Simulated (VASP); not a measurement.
# Nb (Im-3m) in VASP: further runs, part 2 of 2

VASP 6.6.1.

## Step 4: Relaxation of cell and atoms, PBE+TS (19.53 Å³/atom)

This run uses another cell than the first one, of 19.53 Å³/atom.

The input, POSCAR:

```
Nb
1.0
   -1.6965847559      1.6965847559      1.6965847559
    1.6965847559     -1.6965847559      1.6965847559
    1.6965847559      1.6965847559     -1.6965847559
Nb
1
Direct
    0.0000000000      0.0000000000      0.0000000000
```

The input, INCAR.step1:

```
GGA      = PE             # functional
IVDW     = 2              # dispersion correction
ISMEAR   = 2              # smearing method
SIGMA    = 0.1            # smearing width, eV
LWAVE    = F              # write WAVECAR
LCHARG   = F              # write CHGCAR
NSW      = 80             # ionic steps
PREC     = Accurate       # precision mode
LASPH    = T              # aspherical terms in the spheres
LREAL    = F              # projectors in reciprocal space
ALGO     = Normal         # electronic algorithm
EDIFF    = 1E-6           # SCF threshold, eV
NELM     = 120            # most SCF steps
GGA_COMPAT= F            
IBRION   = 2              # ionic algorithm
ISIF     = 3              # what is computed and relaxed
EDIFFG   = -0.005         # ionic threshold
NELMIN   = 4            
ENCUT    = 440            # plane-wave cutoff, eV
POTIM    = 0.5            # step
```

The input, INCAR.step3:

```
GGA      = PE             # functional
IVDW     = 2              # dispersion correction
ISMEAR   = 2              # smearing method
SIGMA    = 0.1            # smearing width, eV
LWAVE    = F              # write WAVECAR
LCHARG   = F              # write CHGCAR
PREC     = Accurate       # precision mode
LASPH    = T              # aspherical terms in the spheres
LREAL    = F              # projectors in reciprocal space
ALGO     = Normal         # electronic algorithm
EDIFF    = 1E-6           # SCF threshold, eV
NELM     = 120            # most SCF steps
GGA_COMPAT= F            
ISIF     = 2              # what is computed and relaxed
ENCUT    = 440            # plane-wave cutoff, eV
```

The input, KPOINTS:

```
Automatic mesh
0
Gamma
  12 12 12
  0 0 0
```

The run is started by

```
$ cat potpaw_PBE.64/Nb_sv/POTCAR > POTCAR
$ cp INCAR.step1 INCAR
$ cp POSCAR.step1 POSCAR
$ mpirun -np 1 vasp_std > vasp.out
$ cp CONTCAR POSCAR
$ mpirun -np 1 vasp_std > vasp.out
$ cp CONTCAR POSCAR
$ cp INCAR.step3 INCAR
$ mpirun -np 1 vasp_std > vasp.out
```

Run time: 72 s. Hardware: 1 thread of Intel Xeon Platinum 8375C at 2.90GHz (Ice Lake), shared host; peak memory 0.13 GiB.

Results (log left out):

```
Free energy                           : -11.6274 eV
Relaxed volume                        : 16.45 Å³/atom
Relaxed cell                          : a = 2.775 Å, b = 2.775 Å, c = 2.775 Å, α = 109.47°, β = 109.47°, γ = 109.47°
Space group after relaxing (to 0.1 Å) : Im-3m (No. 229)
Energy gained by relaxing             : 266.9 meV/atom
Ionic steps                           : 8
Pressure after relaxing               : 0.0 GPa
Band gap on the k mesh                : zero (an odd number of electrons rules out a gap without spin polarisation)
Dispersion energy per atom            : -1.497 eV
```

Step by step:
```
step  energy change (eV)  largest force (eV/Å)  pressure (GPa)  volume (Å³)
   1              0.0000                0.0000          -27.68        19.53
   2              1.5592                0.0000          148.20        11.46
   3             -0.2686                0.0000           -6.92        17.00
   4             -0.2746                0.0000           -1.78        16.60
   5             -0.2735                0.0000           -0.01        16.47
   6             -0.2671                0.0000           -0.24        16.47
   7             -0.2662                0.0000            0.57        16.41
   8             -0.2669                0.0000           -0.01        16.45
```

Final structure:
```yaml
crystal:
  lattice:
    - [-1.60210, 1.60210, 1.60210]
    - [1.60210, -1.60210, 1.60210]
    - [1.60210, 1.60210, -1.60210]
  atoms:
    - { symbol: Nb, position: [0.00000, 0.00000, 0.00000] }
```

Levels at points of the mesh, in eV from the Fermi level:
| k point | band 2 | band 3 | band 4 | band 5 | band 6 | band 7 | band 8 | band 9 | band 10 |
| --- | --- | --- | --- | --- | --- | --- | --- | --- | --- |
| (0.00, 0.00, 0.00) | -29.27 | -29.27 | -29.27 | -6.00 | 0.41 | 0.41 | 0.41 | 3.63 | 3.63 |
| (0.50, 0.00, 0.00) | -31.06 | -29.83 | -29.30 | -4.03 | -1.87 | 2.87 | 3.73 | 4.49 | 7.23 |
| (0.50, 0.50, 0.50) | -30.48 | -30.48 | -30.48 | -4.20 | -4.20 | 6.33 | 6.33 | 6.33 | 9.98 |

Caveat: the volume moved by over 15 % at a fixed basis, so the end points are rough; the dispersion term is far too large for a dense solid, which distorts pressure and volume.

## Step 5: Relaxation of cell and atoms, PBE+TS (19.53 Å³/atom)

This run uses another cell than the first one, of 19.53 Å³/atom.

POSCAR is that of step 4.

The input, INCAR.step1:

```
GGA      = PE             # functional
IVDW     = 2              # dispersion correction
ISMEAR   = 2              # smearing method
SIGMA    = 0.05           # smearing width, eV
LWAVE    = F              # write WAVECAR
LCHARG   = F              # write CHGCAR
NSW      = 80             # ionic steps
PREC     = Accurate       # precision mode
LASPH    = T              # aspherical terms in the spheres
LREAL    = F              # projectors in reciprocal space
ALGO     = Normal         # electronic algorithm
EDIFF    = 1E-7           # SCF threshold, eV
NELM     = 120            # most SCF steps
GGA_COMPAT= F            
IBRION   = 2              # ionic algorithm
ISIF     = 3              # what is computed and relaxed
EDIFFG   = -0.002         # ionic threshold
NELMIN   = 4            
ENCUT    = 780            # plane-wave cutoff, eV
POTIM    = 0.5            # step
```

The input, INCAR.step4:

```
GGA      = PE             # functional
IVDW     = 2              # dispersion correction
ISMEAR   = 2              # smearing method
SIGMA    = 0.05           # smearing width, eV
LWAVE    = F              # write WAVECAR
LCHARG   = F              # write CHGCAR
PREC     = Accurate       # precision mode
LASPH    = T              # aspherical terms in the spheres
LREAL    = F              # projectors in reciprocal space
ALGO     = Normal         # electronic algorithm
EDIFF    = 1E-7           # SCF threshold, eV
NELM     = 120            # most SCF steps
GGA_COMPAT= F            
ISIF     = 2              # what is computed and relaxed
ENCUT    = 780            # plane-wave cutoff, eV
```

The input, KPOINTS:

```
Automatic mesh
0
Gamma
  15 15 15
  0 0 0
```

The run is started by

```
$ cat potpaw_PBE.64/Nb_sv/POTCAR > POTCAR
$ cp INCAR.step1 INCAR
$ cp POSCAR.step1 POSCAR
$ mpirun -np 1 vasp_std > vasp.out
$ cp CONTCAR POSCAR
$ mpirun -np 1 vasp_std > vasp.out
$ cp CONTCAR POSCAR
$ mpirun -np 1 vasp_std > vasp.out
$ cp CONTCAR POSCAR
$ cp INCAR.step4 INCAR
$ mpirun -np 1 vasp_std > vasp.out
```

Wall time 4.1 min (1 thread of Intel Xeon Platinum 8375C at 2.90GHz (Ice Lake), shared host); peak memory 0.21 GiB.

The run converged. Its results:

```yaml
Free_energy: -11.6130 eV
Relaxed_volume: 16.48 Å³/atom
Relaxed_cell: a = 2.777 Å, b = 2.777 Å, c = 2.777 Å, α = 109.47°, β = 109.47°, γ = 109.47°
Space_group_after_relaxing_to_0.1_Å: Im-3m (No. 229)
Energy_gained_by_relaxing: 260.5 meV/atom
Ionic_steps: 7
Pressure_after_relaxing: 0.0 GPa
Band_gap_on_the_k_mesh: zero (an odd number of electrons rules out a gap without spin polarisation)
Dispersion_energy_per_atom: -1.493 eV
```

Step by step:
| step | energy change (eV) | largest force (eV/Å) | pressure (GPa) | volume (Å³) |
| --- | --- | --- | --- | --- |
| 1 | 0.0000 | 0.0000 | -26.72 | 19.53 |
| 2 | 1.3309 | 0.0000 | 135.26 | 11.70 |
| 3 | -0.2583 | 0.0000 | -5.87 | 16.95 |
| 4 | -0.2619 | 0.0000 | -1.57 | 16.60 |
| 5 | -0.2609 | 0.0000 | 0.01 | 16.48 |
| 6 | -0.2605 | 0.0000 | 0.01 | 16.48 |
| 7 | -0.2605 | 0.0000 | 0.01 | 16.48 |

Final structure:
```cif
data_structure
_symmetry_space_group_name_H-M 'P 1'
_symmetry_Int_Tables_number 1
_cell_length_a 2.7767
_cell_length_b 2.7767
_cell_length_c 2.7767
_cell_angle_alpha 109.471
_cell_angle_beta 109.471
_cell_angle_gamma 109.471
_cell_volume 16.48
loop_
_atom_site_label
_atom_site_type_symbol
_atom_site_fract_x
_atom_site_fract_y
_atom_site_fract_z
_atom_site_occupancy
Nb1 Nb 0.00000 0.00000 0.00000 1
```

Levels at points of the mesh, in eV from the Fermi level:
```csv
k point,band 2,band 3,band 4,band 5,band 6,band 7,band 8,band 9,band 10
"(0.00, 0.00, 0.00)",-29.34,-29.34,-29.34,-6.07,0.34,0.34,0.34,3.56,3.56
```

Caveat: the volume moved by over 15 % at a fixed basis, so the end points are rough; the dispersion term is far too large for a dense solid, which distorts pressure and volume.

## Step 6: Summary

| level | cell | k mesh | cutoff (eV) | smearing | dipole correction | tolerance level | purpose | passes | gap on the mesh (eV) | pressure (GPa) | relaxed volume (Å³/atom) |
| --- | --- | --- | --- | --- | --- | --- | --- | --- | --- | --- | --- |
| PBEsol | relaxed to 2 GPa from a = 2.882 Å, angles 109.5°, 1 atom | 11 × 11 × 11 | 500 | fermi-dirac 0.05 eV | no | - | - | - | none | 2.0 | - |
| PBEsol | relaxed to 30 GPa from a = 2.882 Å, angles 109.5°, 1 atom | 11 × 11 × 11 | 500 | fermi-dirac 0.05 eV | no | - | - | - | none | 30.0 | - |
| PBE+TS | relaxed from a = 2.939 Å, angles 109.5°, 1 atom | 12 × 12 × 12 | 440 | methfessel-paxton of order 2 0.1 eV | - | screening | cell | 2 | none | 0.0 | 16.45 |
| PBE+TS | relaxed from a = 2.939 Å, angles 109.5°, 1 atom | 15 × 15 × 15 | 780 | methfessel-paxton of order 2 0.05 eV | - | screening | cell | 3 | none | 0.0 | 16.48 |

Alike in all rows: task relaxation of cell and atoms; potentials or basis VASP PAW PBE potentials, release 64 (Nb_sv); no spin polarisation.

Caveats: the volume moved by over 15 % at a fixed basis, so the end points are rough (at least some runs); the cell is relaxed towards a set pressure, so the run minimises the enthalpy, not the energy (at least some runs); the PAW data sets were made with another functional, which shifts forces and pressure a little (at least some runs); the dispersion term is far too large for a dense solid, which distorts pressure and volume (at least some runs).

Absolute energies hang on the potentials; compare differences alone.
